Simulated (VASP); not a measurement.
# Ru16N in VASP: a series of runs, part 2 of 2

VASP 6.6.1.

### 3 Single point, PBE

INCAR

```
PREC     = Accurate       # precision mode
ENCUT    = 520            # plane-wave cutoff, eV
EDIFF    = 1E-6           # SCF threshold, eV
ISMEAR   = 0              # smearing method
SIGMA    = 0.1            # smearing width, eV
LREAL    = Auto         
LASPH    = T              # aspherical terms in the spheres
NELM     = 100            # most SCF steps
ALGO     = Normal         # electronic algorithm
ISIF     = 2              # what is computed and relaxed
LWAVE    = F              # write WAVECAR
LCHARG   = F              # write CHGCAR
LDIPOL   = T            
IDIPOL   = 3            
DIPOL    = 0.5 0.5 0.341
GGA      = PE             # functional
NBANDS   = 128            # bands
```

KPOINTS

```
regular mesh
0
Gamma
  6 6 1
```

POSCAR

```
Ru16N
1.0
    5.4400501761      0.0000000000      0.0000000000
   -2.7200250880      4.7112216504      0.0000000000
    0.0000000000      0.0000000000     21.8659169401
Ru N
16 1
Direct
    0.3333333333      0.1666666667      0.1829331014
    0.3333333333      0.6666666667      0.1829331014
    0.8333333333      0.1666666667      0.1829331014
    0.8333333333      0.6666666667      0.1829331014
    0.1666666667      0.3333333333      0.2811857727
    0.1666666667      0.8333333333      0.2811857727
    0.6666666667      0.3333333333      0.2811857727
    0.6666666667      0.8333333333      0.2811857727
    0.3333333333      0.1666666667      0.3790822100
    0.3333333333      0.6666666667      0.3790822100
    0.8333333333      0.1666666667      0.3790822100
    0.8333333333      0.6666666667      0.3790822100
    0.1666666667      0.3333333333      0.4740673336
    0.1666666667      0.8333333333      0.4740673336
    0.6666666667      0.3333333333      0.4740673336
    0.6666666667      0.8333333333      0.4740673336
    0.3333333333      0.6666666667      0.5244574139
```

Potentials or basis: VASP PAW PBE potentials, release 64 (Ru_pv, N).

Command:

```console
cat potpaw_PBE.64/Ru_pv/POTCAR potpaw_PBE.64/N/POTCAR > POTCAR
mpirun -np 1 vasp_std > vasp.out
```

OUTCAR:

```text
PREC = Accurate
   ENCUT = 520
   EDIFF = 1E-6
   ISMEAR = 0
   LREAL = Auto
   LASPH = T
   NELM = 100
   ISIF = 2
   GGA = PE

 ion  position               nearest neighbor table
   1  0.333  0.167  0.183-   5 2.66   7 2.66   6 2.66   3 2.72   3 2.72   2 2.72   2 2.72   4 2.72
                             4 2.72
   2  0.333  0.667  0.183-   6 2.66   8 2.66   5 2.66   4 2.72   4 2.72   1 2.72   1 2.72   3 2.72
                             3 2.72
   3  0.833  0.167  0.183-   7 2.66   5 2.66   8 2.66   1 2.72   1 2.72   4 2.72   4 2.72   2 2.72
                             2 2.72
   4  0.833  0.667  0.183-   8 2.66   6 2.66   7 2.66   2 2.72   2 2.72   3 2.72   3 2.72   1 2.72
                             1 2.72
   5  0.167  0.333  0.281-   9 2.65  11 2.65  10 2.65   1 2.66   3 2.66   2 2.66   7 2.72   7 2.72
                             6 2.72   6 2.72   8 2.72   8 2.72
   6  0.167  0.833  0.281-  10 2.65  12 2.65   9 2.65   2 2.66   4 2.66   1 2.66   8 2.72   8 2.72
                             5 2.72   5 2.72   7 2.72   7 2.72
   7  0.667  0.333  0.281-  11 2.65   9 2.65  12 2.65   3 2.66   1 2.66   4 2.66   5 2.72   5 2.72
                             8 2.72   8 2.72   6 2.72   6 2.72
   8  0.667  0.833  0.281-  12 2.65  10 2.65  11 2.65   4 2.66   2 2.66   3 2.66   6 2.72   6 2.72
                             7 2.72   7 2.72   5 2.72   5 2.72
   9  0.333  0.167  0.379-  13 2.60  15 2.60  14 2.60   5 2.65   7 2.65   6 2.65  11 2.72  11 2.72
                            10 2.72  10 2.72  12 2.72  12 2.72
  10  0.333  0.667  0.379-  14 2.60  16 2.60  13 2.60   6 2.65   8 2.65   5 2.65  12 2.72  12 2.72
                             9 2.72   9 2.72  11 2.72  11 2.72
  11  0.833  0.167  0.379-  15 2.60  13 2.60  16 2.60   7 2.65   5 2.65   8 2.65   9 2.72   9 2.72
                            12 2.72  12 2.72  10 2.72  10 2.72
  12  0.833  0.667  0.379-  16 2.60  14 2.60  15 2.60   8 2.65   6 2.65   7 2.65  10 2.72  10 2.72
                            11 2.72  11 2.72   9 2.72   9 2.72
  13  0.167  0.333  0.474-  17 1.92   9 2.60  11 2.60  10 2.60  15 2.72  15 2.72  14 2.72  14 2.72
                            16 2.72  16 2.72
  14  0.167  0.833  0.474-  17 1.92  10 2.60  12 2.60   9 2.60  16 2.72  16 2.72  13 2.72  13 2.72
                            15 2.72  15 2.72
  15  0.667  0.333  0.474-  11 2.60   9 2.60  12 2.60  13 2.72  13 2.72  16 2.72  16 2.72  14 2.72
                            14 2.72
  16  0.667  0.833  0.474-  17 1.92  12 2.60  10 2.60  11 2.60  14 2.72  14 2.72  15 2.72  15 2.72
                            13 2.72  13 2.72
[... 196 lines left out ...]
  ext. energy  EPLUGINS =         0.00000000
  ---------------------------------------------------
  free energy    TOTEN  =      -148.25598743 eV

  energy without entropy =     -148.13377928  energy(sigma->0) =     -148.19488336

 E-fermi :   2.0524     XC(G=0):  -6.5096

 val. band max:        2.0489690847   @ k =   0.3333   0.1667   0.0000
 cond. band min:       2.0575218217   @ k =   0.5000   0.0000   0.0000
 fundamental gap:      0.0085527370
 Fermi energy:         2.0524232768

 k-point     1 :       0.0000    0.0000    0.0000
  band No.  band energies     occupation
      1     -41.7736      2.00000
      2     -41.6176      2.00000
      3     -41.6176      2.00000
      4     -41.6084      2.00000
      5     -41.5744      2.00000
      6     -41.5300      2.00000
[... 892 lines left out ...]
    125       2.7861      0.00000
    126       2.8183      0.00000
 [bands above 126 left out]

------------------------ aborting loop because EDIFF is reached ----------------------------------------

 vacuum level on the upper side and lower side of the slab       (xc-potential included)         0.016        -0.222

  FORCE on cell =-STRESS in cart. coord.  units (eV):
  Direction    XX          YY          ZZ          XY          YZ          ZX
  --------------------------------------------------------------------------------------
  -------------------------------------------------------------------------------------
  Total       -7.0710683     -7.0710683     -2.2830815     -0.0000000      0.0000000      0.0000000
  in kB      -20.2158254    -20.2158254     -6.5272141     -0.0000000      0.0000000      0.0000000
  external PRESSURE =     -15.6529550 kB  Pullay stress =       0.0000000 kB

 VOLUME and BASIS-vectors are now :
 -----------------------------------------------------------------------------
  energy-cutoff  :      520.00
  volume of cell :      560.41
      direct lattice vectors                 reciprocal lattice vectors
     5.440050176  0.000000000  0.000000000     0.183821834  0.106129585  0.000000000
    -2.720025088  4.711221650  0.000000000     0.000000000  0.212259171  0.000000000
     0.000000000  0.000000000 21.865916940     0.000000000  0.000000000  0.045733275

 POSITION                                       TOTAL-FORCE (eV/Angst)
 -----------------------------------------------------------------------------------
      1.36001      0.78520      4.00000         0.060244      0.034782      0.772673
     -0.00000      3.14081      4.00000        -0.000000     -0.000000      0.539100
      4.08004      0.78520      4.00000        -0.060244      0.034782      0.772673
      2.72003      3.14081      4.00000        -0.000000     -0.069564      0.772673
      0.00000      1.57041      6.14838         0.000000      0.026329     -0.610340
     -1.36001      3.92602      6.14838         0.022802     -0.013165     -0.610340
[... 9 lines left out ...]
      1.36001      3.92602     10.36592         1.087787      0.628034      0.500892
     -0.00000      3.14081     11.46774        -0.000000     -0.000000      0.066674
 -----------------------------------------------------------------------------------
    total drift:                                0.000000     -0.000001      0.033198

  FREE ENERGIE OF THE ION-ELECTRON SYSTEM (eV)
  ---------------------------------------------------
  free  energy   TOTEN  =      -148.2559874336 eV

  energy  without entropy=     -148.1337792810  energy(sigma->0) =     -148.19488336

 vacuum level on the upper side and lower side of the slab         7.251         6.996
```

OSZICAR:

```text
N       E                     dE             d eps       ncg     rms          rms(c)
DAV:   1     0.255668875905E+04    0.25567E+04   -0.14344E+05  2248   0.171E+03
DAV:   2    -0.340484419883E+02   -0.25907E+04   -0.25304E+04  1912   0.509E+02
DAV:   3    -0.153026906947E+03   -0.11898E+03   -0.11544E+03  2672   0.909E+01
[... 26 lines left out ...]
DAV:  30    -0.148255971104E+03   -0.33301E-04   -0.16285E-06  1368   0.320E-03    0.188E-03
DAV:  31    -0.148255980943E+03   -0.98389E-05   -0.38674E-07  1160   0.143E-03    0.984E-04
DAV:  32    -0.148255985600E+03   -0.46567E-05   -0.20494E-07  1096   0.101E-03    0.691E-04
DAV:  33    -0.148255987098E+03   -0.14982E-05   -0.98166E-08  1080   0.570E-04    0.368E-04
DAV:  34    -0.148255987434E+03   -0.33577E-06   -0.53443E-08  1064   0.413E-04
   1 F= -.14825599E+03 E0= -.14819488E+03  d E =-.122208E+00
```

It took 16 min on 1 thread of AMD EPYC 9R45 (Zen 5), shared host; peak memory 0.7 GiB.

Results:

| Quantity | Value |
| --- | --- |
| Free energy | -148.2560 eV |
| Largest force | 1.743 eV/Å |
| Band gap on the k mesh | zero (an odd number of electrons rules out a gap without spin polarisation) |

Forces in eV/Å, atoms in the order of the input:
```
Ru   0.060  0.035  0.773
Ru   0.000  0.000  0.539
Ru  -0.060  0.035  0.773
Ru   0.000 -0.070  0.773
Ru   0.000  0.026 -0.610
Ru   0.023 -0.013 -0.610
Ru   0.000  0.000 -1.743
Ru  -0.023 -0.013 -0.610
Ru  -0.047 -0.027  0.168
Ru   0.000  0.000 -0.997
Ru   0.047 -0.027  0.168
Ru   0.000  0.055  0.168
Ru   0.000 -1.256  0.501
Ru  -1.088  0.628  0.501
Ru   0.000  0.000 -0.359
Ru   1.088  0.628  0.501
N    0.000  0.000  0.067
```

The gap in the log of VASP goes by the Fermi energy; the results here count the filled bands.